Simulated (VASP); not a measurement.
# PbS (Fm-3m) in VASP: elastic constants with PBE

Aim: the elastic constants of PbS with PBE.

Program: VASP 6.6.1. These are calculated values, not measurements. Logs are shortened: lines on timing, memory, paths and dates and some standing lists are left out, and cuts for length are marked.

## 1. The cell of the first run

It takes space group Fm-3m (No. 225, cubic). The conventional cell has a = 6.009 Å, b = 6.009 Å, c = 6.009 Å, α = 90.00°, β = 90.00°, γ = 90.00°. Within 4.0 Å of Pb (site symmetry m-3m) lie 6 S at 3.00 Å. Within 4.0 Å of S (site symmetry m-3m) lie 6 Pb at 3.00 Å.

## 2. Elastic constants, PBE

Contents of INCAR:

```
ALGO     = Normal         # electronic algorithm
EDIFF    = 1E-8           # SCF threshold, eV
ENCUT    = 600            # plane-wave cutoff, eV
GGA      = PE             # functional
IBRION   = 6              # ionic algorithm
ISIF     = 3              # what is computed and relaxed
ISMEAR   = 0              # smearing method
LASPH    = True           # aspherical terms in the spheres
LCHARG   = False          # write CHGCAR
LREAL    = False          # projectors in reciprocal space
LWAVE    = False          # write WAVECAR
NBANDS   = 17             # bands
NELM     = 60             # most SCF steps
NFREE    = 2            
NSW      = 1              # ionic steps
POTIM    = 0.015          # step
PREC     = Accurate       # precision mode
SIGMA    = 0.05           # smearing width, eV
```

Contents of KPOINTS:

```
k-points
0
Gamma
  10 10 10
```

Contents of POSCAR:

```
PbS
1.0
    0.0000000000      3.0045317637      3.0045317637
    3.0045317637      0.0000000000      3.0045317637
    3.0045317637      3.0045317637      0.0000000000
Pb S
1 1
Direct
    0.5000000000      0.5000000000      0.5000000000
    0.0000000000      0.0000000000      0.0000000000
```

Potentials or basis: VASP PAW PBE potentials, release 64 (Pb_d, S).

On the command line:

```
> cat potpaw_PBE.64/Pb_d/POTCAR potpaw_PBE.64/S/POTCAR > POTCAR
> mpirun -np 1 vasp_std > vasp.out
```

OUTCAR:

```text
EDIFF = 1E-8
   ENCUT = 600
   GGA = PE
   IBRION = 6
   ISIF = 3
   ISMEAR = 0
   LASPH = True
   LREAL = False
   NELM = 60
   NFREE = 2
   NSW = 1
   POTIM = 0.015
   PREC = Accurate

 ion  position               nearest neighbor table
   1  0.500  0.500  0.500-   2 3.00   2 3.00   2 3.00   2 3.00   2 3.00   2 3.00
   2  0.000  0.000  0.000-   1 3.00   1 3.00   1 3.00   1 3.00   1 3.00   1 3.00

  LATTYP: Found a face centered cubic cell.
 ALAT       =     6.0090635274

  Lattice vectors:

 A1 = (   0.0000000000,   3.0045317637,   3.0045317637)
 A2 = (   3.0045317637,   0.0000000000,   3.0045317637)
 A3 = (   3.0045317637,   3.0045317637,   0.0000000000)

Analysis of symmetry for initial positions (statically):
=====================================================================
 Subroutine PRICEL returns:
 Original cell was already a primitive cell.

 Routine SETGRP: Setting up the symmetry group for a
 face centered cubic supercell.

 Subroutine GETGRP returns: Found 48 space group operations
 (whereof 48 operations were pure point group operations)
 out of a pool of 48 trial point group operations.

The static configuration has the point symmetry O_h .

Analysis of symmetry for dynamics (positions and initial velocities):
=====================================================================
 Subroutine PRICEL returns:
 Original cell was already a primitive cell.

 Routine SETGRP: Setting up the symmetry group for a
 face centered cubic supercell.

 Subroutine GETGRP returns: Found 48 space group operations
 (whereof 48 operations were pure point group operations)
 out of a pool of 48 trial point group operations.

The dynamic configuration has the point symmetry O_h .

 Subroutine INISYM returns: Found 48 space group operations
 (whereof 48 operations are pure point group operations),
 and found     1 'primitive' translations

----------------------------------------------------------------------------------------

                                     Primitive cell

  volume of cell :      54.2451

  direct lattice vectors                    reciprocal lattice vectors
     0.000000000  3.004531764  3.004531764    -0.166415282  0.166415282  0.166415282
     3.004531764  0.000000000  3.004531764     0.166415282 -0.166415282  0.166415282
     3.004531764  3.004531764  0.000000000     0.166415282  0.166415282 -0.166415282

  length of vectors
     4.249049569  4.249049569  4.249049569     0.288239723  0.288239723  0.288239723

  position of ions in fractional coordinates (direct lattice)
     0.500000000  0.500000000  0.500000000
     0.000000000  0.000000000  0.000000000

  ion indices of the primitive-cell ions
   primitive index   ion index
                 1           1
                 2           2

----------------------------------------------------------------------------------------

 KPOINTS: k-points

Automatic generation of k-mesh.
 Grid dimensions read from file:
 generate k-points for:   10   10   10

 Generating k-lattice:

  Cartesian coordinates                     Fractional coordinates (reciprocal lattice)
    -0.016641528  0.016641528  0.016641528     0.100000000  0.000000000  0.000000000
     0.016641528 -0.016641528  0.016641528     0.000000000  0.100000000  0.000000000
     0.016641528  0.016641528 -0.016641528     0.000000000  0.000000000  0.100000000

  Length of vectors
     0.028823972  0.028823972  0.028823972

  Shift w.r.t. Gamma in fractional coordinates (k-lattice)
     0.000000000  0.000000000  0.000000000

 Subroutine IBZKPT returns following result:
[... 63 lines left out ...]
   EFERMI =   0.00;   METHOD = LEGACY
   ISMEAR =     0;   SIGMA  =   0.05  broadening in eV -4-tet -1-fermi 0-gaus
   EFERMI_NEDOS =   21; number of points for ismear=-14 and -15
   IALGO  =     38    algorithm
   IMIX   =      4    mixing-type and parameters
     AMIX     =   0.40;   BMIX     =  1.00
     AMIX_MAG =   1.60;   BMIX_MAG =  1.00
  volume/ion in A,a.u.               =      27.12       183.03
  Fermi-wavevector in a.u.,A,eV,Ry     =   1.173901  2.218351 18.749412  1.378043
  Thomas-Fermi vector in A             =   2.310306
   LORBIT       =      0    0 simple, 1 ext, 2 COOP (PROOUT), +10 PAW based schemes
   GGA     = PE    functional components
   LHFCALC =     F    Hartree Fock is set to
   AEXX    =    0.0000 exact exchange contribution
   IVDW    =     0    specifies the selected vdW correction
   LEPSILON=     F    determine dielectric tensor
   LRPA    =     F    only Hartree local field effects (RPA)
 finite differences with symmetry
 non-spin polarized calculation
 Gauss-broadening in eV      SIGMA  =   0.05
  energy-cutoff  :      600.00
  volume of cell :       54.25
 maximum number of plane-waves:      1837
 NGX is ok and might be reduce to    36
   NGX = 17   NGY = 17   NGZ = 17

--------------------------------------- Ionic step        1  -------------------------------------------

 number of electron      19.9999998 magnetization

 Free energy of the ion-electron system (eV)
  ---------------------------------------------------
  ext. energy  EPLUGINS =         0.00000000
  ---------------------------------------------------
  free energy    TOTEN  =        -8.76970625 eV

  energy without entropy =       -8.76970625  energy(sigma->0) =       -8.76970625

------------------------ aborting loop because EDIFF is reached ----------------------------------------

  FORCE on cell =-STRESS in cart. coord.  units (eV):
  Direction    XX          YY          ZZ          XY          YZ          ZX
  --------------------------------------------------------------------------------------
  -------------------------------------------------------------------------------------
  Total       -0.0078209     -0.0078209     -0.0078209      0.0000000     -0.0000000      0.0000000
  in kB       -0.2309962     -0.2309962     -0.2309962      0.0000000     -0.0000000      0.0000000
  external PRESSURE =      -0.2309962 kB  Pullay stress =       0.0000000 kB
[... 89 lines left out ...]
  FREE ENERGIE OF THE ION-ELECTRON SYSTEM (eV)
  ---------------------------------------------------
  free  energy   TOTEN  =        -8.7647351575 eV

  energy  without entropy=       -8.7647351575  energy(sigma->0) =       -8.76473516

[... ionic steps 4 to 14 ...]

--------------------------------------- Ionic step       15  -------------------------------------------

 number of electron      19.9999999 magnetization

------------------------ aborting loop because EDIFF is reached ----------------------------------------
[... 67 lines left out ...]
--------------------------------------- Ionic step       17  -------------------------------------------

 number of electron      19.9999998 magnetization

 Free energy of the ion-electron system (eV)
  ---------------------------------------------------
  ext. energy  EPLUGINS =         0.00000000
  ---------------------------------------------------
  free energy    TOTEN  =        -8.76968667 eV

  energy without entropy =       -8.76968667  energy(sigma->0) =       -8.76968667

 E-fermi :   5.5304     XC(G=0):  -9.4998

 val. band max:        5.2793508510   @ k =   0.5000   0.0000   0.0000
 cond. band min:       5.7808157849   @ k =   0.5000   0.0000   0.0000
 fundamental gap:      0.5014649338
 Fermi energy:         5.5304470216

 k-point     1 :       0.0000    0.0000    0.0000
  band No.  band energies     occupation
      1     -11.4474      2.00000
      2     -11.4473      2.00000
      3     -11.4473      2.00000
      4     -11.4300      2.00000
      5     -11.4300      2.00000
      6      -7.9341      2.00000
[... 457 lines left out ...]
      4     -11.4081      2.00000
      5     -11.4034      2.00000
      6      -6.7899      2.00000
[... 9 lines left out ...]
     16      16.2416      0.00000
     17      16.9090      0.00000

 [... further k-points ...]

------------------------ aborting loop because EDIFF is reached ----------------------------------------

  FORCE on cell =-STRESS in cart. coord.  units (eV):
  Direction    XX          YY          ZZ          XY          YZ          ZX
  --------------------------------------------------------------------------------------
  -------------------------------------------------------------------------------------
  Total       -0.0051590     -0.0077713     -0.0077713      0.0000000      0.0000000      0.0000000
  in kB       -0.1523747     -0.2295328     -0.2295328      0.0000000      0.0000000      0.0000000
  external PRESSURE =      -0.2038134 kB  Pullay stress =       0.0000000 kB
[... 17 lines left out ...]
  FREE ENERGIE OF THE ION-ELECTRON SYSTEM (eV)
  ---------------------------------------------------
  free  energy   TOTEN  =        -8.7696866735 eV

  energy  without entropy=       -8.7696866735  energy(sigma->0) =       -8.76968667

 INTERNAL STRAIN TENSORS FROM STRAINED CELLS
 ============================================

 INTERNAL STRAIN TENSOR FOR ION    1 for displacements in x,y,z  (eV/Angst):
          X           Y           Z          XY          YZ          ZX
  --------------------------------------------------------------------------------
  x    -0.00000    -0.00000     0.00000     0.00000     0.00000     0.00000
  y     0.00000     0.00000     0.00000     0.00000     0.00000    -0.00000
  z    -0.00000     0.00000     0.00000     0.00000    -0.00000     0.00000

 INTERNAL STRAIN TENSORS FROM DISPLACED ATOMS
 ============================================

 INTERNAL STRAIN TENSOR FOR ION    1 for displacements in x,y,z  (eV/Angst):
          X           Y           Z          XY          YZ          ZX
  --------------------------------------------------------------------------------
  x     0.00000     0.00000     0.00000     0.00000     0.00000     0.00000
  y     0.00000     0.00000     0.00000     0.00000     0.00000     0.00000
  z     0.00000     0.00000     0.00000     0.00000     0.00000     0.00000

 INTERNAL STRAIN TENSOR FOR ION    2 for displacements in x,y,z  (eV/Angst):
          X           Y           Z          XY          YZ          ZX
  --------------------------------------------------------------------------------
  x     0.00000     0.00000     0.00000     0.00000     0.00000     0.00000
  y     0.00000     0.00000     0.00000     0.00000     0.00000     0.00000
  z     0.00000     0.00000     0.00000     0.00000     0.00000     0.00000

 Eigenvectors and eigenvalues of the dynamical matrix
 ----------------------------------------------------

   1 f  =    1.244896 THz     7.821909 2PiTHz   41.525246 cm-1     5.148472 meV
             X         Y         Z           dx          dy          dz
      3.004532  3.004532  3.004532     0.000000    0.367511    0.000000
      0.000000  0.000000  0.000000     0.000000   -0.930019    0.000000
[... 21 lines left out ...]
   6 f/i=    0.001908 THz     0.011989 2PiTHz    0.063648 cm-1     0.007891 meV
             X         Y         Z           dx          dy          dz
      3.004532  3.004532  3.004532     0.000000   -0.930019    0.000000
      0.000000  0.000000  0.000000     0.000000   -0.367511    0.000000

--------------------------------------------------------------------------------------------------------

 ELASTIC MODULI CONTR FROM IONIC RELAXATION (kBar)
 Direction    XX          YY          ZZ          XY          YZ          ZX
 --------------------------------------------------------------------------------
 XX           0.0000      0.0000      0.0000      0.0000      0.0000      0.0000
 YY           0.0000      0.0000      0.0000      0.0000      0.0000      0.0000
 ZZ           0.0000      0.0000      0.0000      0.0000      0.0000      0.0000
 XY           0.0000      0.0000      0.0000      0.0000      0.0000      0.0000
 YZ           0.0000      0.0000      0.0000      0.0000      0.0000      0.0000
 ZX           0.0000      0.0000      0.0000      0.0000      0.0000      0.0000
 --------------------------------------------------------------------------------

 TOTAL ELASTIC MODULI (kBar)
 Direction    XX          YY          ZZ          XY          YZ          ZX
 --------------------------------------------------------------------------------
 XX        1256.6363    169.1137    169.1137      0.0000      0.0000      0.0000
 YY         169.1137   1256.6363    169.1137      0.0000      0.0000      0.0000
 ZZ         169.1137    169.1137   1256.6363      0.0000      0.0000     -0.0000
 XY           0.0000      0.0000      0.0000    202.4310      0.0000      0.0000
 YZ           0.0000      0.0000      0.0000      0.0000    202.4310      0.0000
 ZX           0.0000      0.0000     -0.0000      0.0000      0.0000    202.4310
 --------------------------------------------------------------------------------
```

Run time: 34 min. Hardware: 1 thread of Intel Xeon Platinum 8488C (Sapphire Rapids), shared host; peak memory 0.59 GiB.

What came out:

```
Elastic constants C11, C12, C44                         : 126, 17, 20 GPa
Voigt bulk modulus                                      : 53 GPa
Highest phonon frequency at Γ, LO-TO splitting left out : 42 cm⁻¹
```

Phonon frequencies in cm⁻¹ (negative: imaginary):
```csv
q point,frequencies
"(0.000, 0.000, 0.000)",0 0 0 42 42 42
```

Elastic tensor in Voigt notation (GPa, in the Cartesian axes of the cell as first typed):
```
126  17  17   0   0   0
 17 126  17   0   0   0
 17  17 126   0   0   0
  0   0   0  20   0   0
  0   0   0   0  20   0
  0   0   0   0   0  20
```

Clamped-ion elastic tensor (GPa):
```
126  17  17   0   0   0
 17 126  17   0   0   0
 17  17 126   0   0   0
  0   0   0  20   0   0
  0   0   0   0  20   0
  0   0   0   0   0  20
```

Caveat: spin-orbit coupling is left out, which moves the levels of the heavy elements.
